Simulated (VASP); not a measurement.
# Al in VASP: further runs

Al is run at these levels: r2SCAN; tasks: single point.

All numbers are computed with VASP 6.6.1; they aren't measurements. Logs are shortened: lines on timing, memory, paths and dates and some standing lists are left out, and cuts for length are marked.

### 1 The cell of the first run

The cell holds a slab with vacuum, 9 atoms: a = 2.822 Å, b = 2.822 Å, c = 33.524 Å, α = 90.00°, β = 90.00°, γ = 120.00°.

### 2 Single point, r2SCAN

The input, POSCAR:

```
Al
1.0
    2.8221979706      0.0000000000      0.0000000000
   -1.4110989853      2.4440951371      0.0000000000
    0.0000000000      0.0000000000     33.5241186671
Al
9
Direct
    0.3333333333      0.6666666667      0.2237195279
    0.0000000000      0.0000000000      0.2927896459
    0.6666666667      0.3333333333      0.3618597639
    0.0000000000      0.0000000000      0.4309298820
    0.3333333333      0.6666666667      0.5000000000
    0.0000000000      0.0000000000      0.5690701180
    0.6666666667      0.3333333333      0.6381402361
    0.0000000000      0.0000000000      0.7072103541
    0.3333333333      0.6666666667      0.7762804721
```

The input, INCAR.step1:

```
  PREC = Accurate
  ENCUT = 520
  ISMEAR = 0
  SIGMA = 0.1
  LREAL = False
  LASPH = True
  NELM = 60
  LDIPOL = True
  IDIPOL = 3
  DIPOL = 0.5 0.5 0.500
  NBANDS = 24
  GGA = PE
  ALGO = Normal
  EDIFF = 1E-4
  LWAVE = True
  LCHARG = False
```

The input, INCAR.step2:

```
  PREC = Accurate
  ENCUT = 520
  EDIFF = 1E-6
  ISMEAR = 0
  SIGMA = 0.1
  LREAL = False
  LASPH = True
  NELM = 60
  ALGO = Normal
  ISIF = 2
  LWAVE = False
  LCHARG = True
  LDIPOL = True
  IDIPOL = 3
  DIPOL = 0.5 0.5 0.500
  METAGGA = R2SCAN
  LMIXTAU = True
  LELF = True
  LVHAR = True
  LVACPOTAV = True
  NBANDS = 24
  ISTART = 1
```

The input, KPOINTS:

```
regular mesh
0
Gamma
  12 12 1
```

Potentials or basis: VASP PAW PBE potentials, release 64 (Al).

The run is started by

```sh
$ cat potpaw_PBE.64/Al/POTCAR > POTCAR
$ cp INCAR.step1 INCAR
$ mpirun -np 1 vasp_std > vasp.out
$ cp INCAR.step2 INCAR
$ mpirun -np 1 vasp_std > vasp.out
```

OUTCAR:

```text
PREC = Accurate
   ENCUT = 520
   EDIFF = 1E-6
   ISMEAR = 0
   LREAL = False
   LASPH = True
   NELM = 60
   ISIF = 2
   METAGGA = R2SCAN
   ISTART = 1

 ion  position               nearest neighbor table
   1  0.333  0.667  0.224-   2 2.83   2 2.83   2 2.83
   2  0.000  0.000  0.293-   1 2.83   3 2.83   3 2.83   1 2.83   3 2.83   1 2.83
   3  0.667  0.333  0.362-   2 2.83   2 2.83   2 2.83   4 2.83   4 2.83   4 2.83
   4  0.000  0.000  0.431-   5 2.83   5 2.83   5 2.83   3 2.83   3 2.83   3 2.83
   5  0.333  0.667  0.500-   4 2.83   6 2.83   4 2.83   6 2.83   4 2.83   6 2.83
   6  0.000  0.000  0.569-   5 2.83   5 2.83   5 2.83   7 2.83   7 2.83   7 2.83
   7  0.667  0.333  0.638-   8 2.83   8 2.83   8 2.83   6 2.83   6 2.83   6 2.83
   8  0.000  0.000  0.707-   7 2.83   9 2.83   7 2.83   9 2.83   7 2.83   9 2.83
   9  0.333  0.667  0.776-   8 2.83   8 2.83   8 2.83

  LATTYP: Found a hexagonal cell.
 ALAT       =     2.8221979706
 C/A-ratio  =    11.8787267996

  Lattice vectors:

 A1 = (   2.8221979706,   0.0000000000,   0.0000000000)
 A2 = (  -1.4110989853,   2.4440951371,   0.0000000000)
 A3 = (   0.0000000000,   0.0000000000,  33.5241186671)

Analysis of symmetry for initial positions (statically):
=====================================================================
 Subroutine PRICEL returns:
 Original cell was already a primitive cell.

 Routine SETGRP: Setting up the symmetry group for a
 hexagonal supercell.

 Subroutine GETGRP returns: Found 12 space group operations
 (whereof 12 operations were pure point group operations)
 out of a pool of 24 trial point group operations.

The static configuration has the point symmetry D_3h.

Analysis of symmetry for dynamics (positions and initial velocities):
=====================================================================
 Subroutine PRICEL returns:
 Original cell was already a primitive cell.

 Routine SETGRP: Setting up the symmetry group for a
 hexagonal supercell.

 Subroutine GETGRP returns: Found 12 space group operations
 (whereof 12 operations were pure point group operations)
 out of a pool of 24 trial point group operations.

The dynamic configuration has the point symmetry D_3h.

 Subroutine INISYM returns: Found 12 space group operations
 (whereof 12 operations are pure point group operations),
 and found     1 'primitive' translations

----------------------------------------------------------------------------------------

                                     Primitive cell

  volume of cell :     231.2400

  direct lattice vectors                    reciprocal lattice vectors
     2.822197971  0.000000000  0.000000000     0.354333753  0.204574688  0.000000000
    -1.411098985  2.444095137  0.000000000     0.000000000  0.409149376  0.000000000
     0.000000000  0.000000000 33.524118667     0.000000000  0.000000000  0.029829270

  length of vectors
     2.822197971  2.822197971 33.524118667     0.409149376  0.409149376  0.029829270

  position of ions in fractional coordinates (direct lattice)
     0.333333333  0.666666667  0.223719528
     0.000000000  0.000000000  0.292789646
     0.666666667  0.333333333  0.361859764
     0.000000000  0.000000000  0.430929882
     0.333333333  0.666666667  0.500000000
     0.000000000  0.000000000  0.569070118
     0.666666667  0.333333333  0.638140236
     0.000000000  0.000000000  0.707210354
     0.333333333  0.666666667  0.776280472

  ion indices of the primitive-cell ions
   primitive index   ion index
                 1           1
                 2           2
                 3           3
                 4           4
                 5           5
                 6           6
                 7           7
                 8           8
                 9           9

----------------------------------------------------------------------------------------

 KPOINTS: regular mesh

Automatic generation of k-mesh.
 Grid dimensions read from file:
 generate k-points for:   12   12    1

 Generating k-lattice:

  Cartesian coordinates                     Fractional coordinates (reciprocal lattice)
     0.029527813  0.017047891  0.000000000     0.083333333  0.000000000  0.000000000
     0.000000000  0.034095781  0.000000000     0.000000000  0.083333333  0.000000000
     0.000000000  0.000000000  0.029829270     0.000000000  0.000000000  1.000000000

  Length of vectors
     0.034095781  0.034095781  0.029829270

  Shift w.r.t. Gamma in fractional coordinates (k-lattice)
     0.000000000  0.000000000  0.000000000

 Subroutine IBZKPT returns following result:
 ===========================================

 Found     19 irreducible k-points:

 Following reciprocal coordinates:
            Coordinates               Weight
  0.000000  0.000000  0.000000      1.000000
  0.083333 -0.000000  0.000000      6.000000
  0.166667 -0.000000  0.000000      6.000000
  0.250000 -0.000000  0.000000      6.000000
  0.333333 -0.000000  0.000000      6.000000
  0.416667 -0.000000  0.000000      6.000000
[... 11 lines left out ...]
  0.333333  0.250000  0.000000     12.000000
  0.333333  0.333333  0.000000      2.000000
   k-points           NKPTS =     19   k-points in BZ     NKDIM =     19   number of bands    NBANDS=     24
   number of dos      NEDOS =    301   number of ions     NIONS =      9
   total plane-waves  NPLWV = 144000
   dimension x,y,z NGX =    24 NGY =   24 NGZ =  250
   dimension x,y,z NGXF=    48 NGYF=   48 NGZF=  500
   ions per type =               9
   NGX,Y,Z   is equivalent  to a cutoff of  14.14, 14.14, 12.40 a.u.
   NGXF,Y,Z  is equivalent  to a cutoff of  28.28, 28.28, 24.79 a.u.
 SYSTEM =  unknown system
   PREC   = accura    normal or accurate (medium, high low for compatibility)
   ISTART =      1    job   : 0-new  1-cont  2-samecut
   ICHARG =      0    charge: 1-file 2-atom 10-const
   ISPIN  =      1    spin polarized calculation?
   LNONCOLLINEAR =      F non collinear calculations
   LSORBIT =      F    spin-orbit coupling
   LASPH  =      T    aspherical Exc in radial PAW
   ENCUT  =  520.0 eV  38.22 Ry    6.18 a.u.   5.25  5.25 62.33*2*pi/ulx,y,z
   NELM   =     60;   NELMIN=  2; NELMDL=  0     # of ELM steps
   EDIFF  = 0.1E-05   stopping-criterion for ELM
   LREAL  =      F    real-space projection
   EDIFFG = 0.1E-04   stopping-criterion for IOM
   NSW    =      0    number of steps for IOM
   IBRION =     -1    ionic relax: 0-MD 1-quasi-New 2-CG
   NFREE  =      0    steps in history (QN), initial steepest desc. (CG)
   ISIF   =      2    stress and relaxation
   ISYM   =      2    0-nonsym 1-usesym 2-fastsym
   POTIM  = 0.5000    time-step for ionic-motion
   TEBEG  =    0.0;   TEEND  =   0.0 temperature during run
   PSTRESS=    0.0 pullay stress
   NELECT =      27.0000    total number of electrons
   NUPDOWN=      -1.0000    fix difference up-down
   EMIN   =  10.00;   EMAX   =-10.00  energy-range for DOS
   EFERMI =   0.00;   METHOD = LEGACY
   ISMEAR =     0;   SIGMA  =   0.10  broadening in eV -4-tet -1-fermi 0-gaus
   EFERMI_NEDOS =   21; number of points for ismear=-14 and -15
   IALGO  =     38    algorithm
   IMIX   =      4    mixing-type and parameters
     AMIX     =   0.40;   BMIX     =  1.00
     AMIX_MAG =   1.60;   BMIX_MAG =  1.00
  volume/ion in A,a.u.               =      25.69       173.39
  Fermi-wavevector in a.u.,A,eV,Ry     =   0.800157  1.512077  8.711142  0.640251
  Thomas-Fermi vector in A             =   1.907399
   LORBIT       =      0    0 simple, 1 ext, 2 COOP (PROOUT), +10 PAW based schemes
   METAGGA = R2SCAN    functional components
   LHFCALC =     F    Hartree Fock is set to
   AEXX    =    0.0000 exact exchange contribution
   IVDW    =     0    specifies the selected vdW correction
   LEPSILON=     F    determine dielectric tensor
   LRPA    =     F    only Hartree local field effects (RPA)
 non-spin polarized calculation
 Gauss-broadening in eV      SIGMA  =   0.10
  energy-cutoff  :      520.00
  volume of cell :      231.24
 maximum number of plane-waves:      6276
 NGX is ok and might be reduce to    24
   NGX = 11   NGY = 11   NGZ =125

 dipolmoment           0.000000      0.000000     -0.000000 electrons x Angstroem

 number of electron      27.0000000 magnetization

 dipolmoment           0.000000      0.000000      0.000000 electrons x Angstroem

 Free energy of the ion-electron system (eV)
  ---------------------------------------------------
  ext. energy  EPLUGINS =         0.00000000
  ---------------------------------------------------
  free energy    TOTEN  =       -59.74672762 eV

  energy without entropy =      -59.72279753  energy(sigma->0) =      -59.73476258

 E-fermi :   3.6505     XC(G=0):  -7.3620

 val. band max:        3.6253114413   @ k =   0.1667   0.0833   0.0000
 cond. band min:       3.6715391600   @ k =   0.4167   0.0833   0.0000
 fundamental gap:      0.0462277186
 Fermi energy:         3.6504782096

 k-point     1 :       0.0000    0.0000    0.0000
  band No.  band energies     occupation
      1      -8.2937      2.00000
      2      -8.0476      2.00000
      3      -7.6306      2.00000
      4      -7.0633      2.00000
      5      -6.3406      2.00000
      6      -5.4550      2.00000
[... 16 lines left out ...]
     23      13.9988      0.00000
     24      15.5155      0.00000

 k-point     2 :       0.0833   -0.0000    0.0000
  band No.  band energies     occupation
      1      -8.1111      2.00000
      2      -7.8653      2.00000
      3      -7.4487      2.00000
      4      -6.8821      2.00000
      5      -6.1602      2.00000
      6      -5.2756      2.00000
[... 16 lines left out ...]
     23      12.8582      0.00000
     24      13.1820      0.00000
[... 430 lines left out ...]
     23       5.7211      0.00000
     24       5.9417      0.00000

 k-point    19 :       0.3333    0.3333    0.0000
  band No.  band energies     occupation
      1       0.1517      2.00000
      2       0.1836      2.00000
      3       0.1941      2.00000
      4       0.3408      2.00000
      5       0.3714      2.00000
      6       0.4786      2.00000
[... 16 lines left out ...]
     23       5.4148      0.00000
     24       5.5389      0.00000

------------------------ aborting loop because EDIFF is reached ----------------------------------------

  FORCE on cell =-STRESS in cart. coord.  units (eV):
  Direction    XX          YY          ZZ          XY          YZ          ZX
  --------------------------------------------------------------------------------------
  -------------------------------------------------------------------------------------
  Total       -1.5353323     -1.5353323     -0.1985251      0.0000000     -0.0000000      0.0000000
  in kB      -10.6377556    -10.6377556     -1.3755077      0.0000000     -0.0000000      0.0000000
  external PRESSURE =      -7.5503396 kB  Pullay stress =       0.0000000 kB

 VOLUME and BASIS-vectors are now :
 -----------------------------------------------------------------------------
  energy-cutoff  :      520.00
  volume of cell :      231.24
      direct lattice vectors                 reciprocal lattice vectors
     2.822197971  0.000000000  0.000000000     0.354333753  0.204574688  0.000000000
    -1.411098985  2.444095137  0.000000000     0.000000000  0.409149376  0.000000000
     0.000000000  0.000000000 33.524118667     0.000000000  0.000000000  0.029829270

 POSITION                                       TOTAL-FORCE (eV/Angst)
 -----------------------------------------------------------------------------------
     -0.00000      1.62940      7.50000         0.000000      0.000000     -0.046643
      0.00000      0.00000      9.81551         0.000000      0.000000      0.074204
      1.41110      0.81470     12.13103         0.000000     -0.000000     -0.036872
      0.00000      0.00000     14.44654        -0.000000     -0.000000      0.079462
     -0.00000      1.62940     16.76206         0.000000      0.000000     -0.000000
      0.00000      0.00000     19.07757        -0.000000     -0.000000     -0.079462
      1.41110      0.81470     21.39309         0.000000     -0.000000      0.036872
      0.00000      0.00000     23.70860        -0.000000      0.000000     -0.074204
     -0.00000      1.62940     26.02412         0.000000      0.000000      0.046643
 -----------------------------------------------------------------------------------
    total drift:                               -0.000001      0.000001      0.000000

  FREE ENERGIE OF THE ION-ELECTRON SYSTEM (eV)
  ---------------------------------------------------
  free  energy   TOTEN  =       -59.7467276222 eV

  energy  without entropy=      -59.7227975301  energy(sigma->0) =      -59.73476258

 vacuum level on the upper side and lower side of the slab         7.771         7.771
```

Wall time 7.1 min (1 thread of Intel Xeon 6975P-C (Granite Rapids), shared host); peak memory 0.42 GiB.

What came out:

```yaml
Free_energy: -59.7467 eV
Largest_force: 0.079 eV/Å
Band_gap_on_the_k_mesh: zero (an odd number of electrons rules out a gap without spin polarisation)
```

Forces on the atoms (eV/Å):
```
Al   0.000  0.000 -0.047
Al   0.000  0.000  0.074
Al   0.000  0.000 -0.037
Al   0.000  0.000  0.079
Al   0.000  0.000  0.000
Al   0.000  0.000 -0.079
Al   0.000  0.000  0.037
Al   0.000  0.000 -0.074
Al   0.000  0.000  0.047
```

Caveat: the PAW data sets were made with another functional, which shifts forces and pressure a little.

### 3 Single point, r2SCAN

The input, POSCAR:

```
Al
1.0
    2.8221979706      0.0000000000      0.0000000000
   -1.4110989853      2.4440951371      0.0000000000
    0.0000000000      0.0000000000     33.5241186671
Al
9
Direct
    0.3333333333      0.6666666667      0.2235016391
    0.0000000000      0.0000000000      0.2931750858
    0.6666666667      0.3333333333      0.3621367027
    0.0000000000      0.0000000000      0.4315119180
    0.3333333333      0.6666666667      0.4999999993
    0.0000000000      0.0000000000      0.5684880942
    0.6666666667      0.3333333333      0.6378632915
    0.0000000000      0.0000000000      0.7068249109
    0.3333333333      0.6666666667      0.7764983585
```

The input, INCAR.step1:

```
SYSTEM = Al
  ALGO = Normal
  DIPOL = 0.5 0.5 0.500
  EDIFF = 1E-4
  ENCUT = 520
  GGA = PE
  IDIPOL = 3
  ISMEAR = 0
  LASPH = .TRUE.
  LCHARG = .FALSE.
  LDIPOL = .TRUE.
  LREAL = .FALSE.
  LWAVE = .TRUE.
  NBANDS = 24
  NELM = 100
  PREC = Accurate
  SIGMA = 0.1
```

The input, INCAR.step2:

```
SYSTEM = Al
  ALGO = Normal
  DIPOL = 0.5 0.5 0.500
  EDIFF = 1E-6
  ENCUT = 520
  IDIPOL = 3
  ISIF = 2
  ISMEAR = 0
  ISTART = 1
  LASPH = .TRUE.
  LCHARG = .FALSE.
  LDIPOL = .TRUE.
  LMIXTAU = .TRUE.
  LREAL = .FALSE.
  LWAVE = .FALSE.
  METAGGA = R2SCAN
  NBANDS = 24
  NELM = 100
  PREC = Accurate
  SIGMA = 0.1
```

The input, KPOINTS:

```
k-points
0
G
  12 12 1
  0 0 0
```

Potentials or basis: VASP PAW PBE potentials, release 64 (Al).

The run is started by

```sh
$ cat potpaw_PBE.64/Al/POTCAR > POTCAR
$ cp INCAR.step1 INCAR
$ mpirun -np 1 vasp_std > vasp.out
$ cp INCAR.step2 INCAR
$ mpirun -np 1 vasp_std > vasp.out
```

It took 5.8 min on 1 thread of Intel Xeon 6975P-C (Granite Rapids), shared host; peak memory 0.41 GiB.

The run converged. Its results:

```
Free energy            : -59.7492 eV
Largest force          : 0.010 eV/Å
Band gap on the k mesh : zero (an odd number of electrons rules out a gap without spin polarisation)
```

Forces on the atoms (eV/Å):
```
Al   0.000  0.000  0.010
Al   0.000  0.000  0.001
Al   0.000  0.000  0.001
Al   0.000  0.000  0.000
Al   0.000  0.000  0.000
Al   0.000  0.000  0.000
Al   0.000  0.000 -0.001
Al   0.000  0.000 -0.001
Al   0.000  0.000 -0.010
```

Levels at points of the mesh, in eV from the Fermi level:
```tsv
k point	band 10	band 11	band 12	band 13	band 14	band 15	band 16	band 17
(0.00, 0.00, 0.00)	-4.43	-2.77	-1.18	0.47	2.05	3.36	4.25	4.36
(0.50, 0.00, 0.00)	-3.22	-2.78	-2.63	-2.04	-1.32	-0.56	-0.47	0.71
```

Caveat: the PAW data sets were made with another functional, which shifts forces and pressure a little.
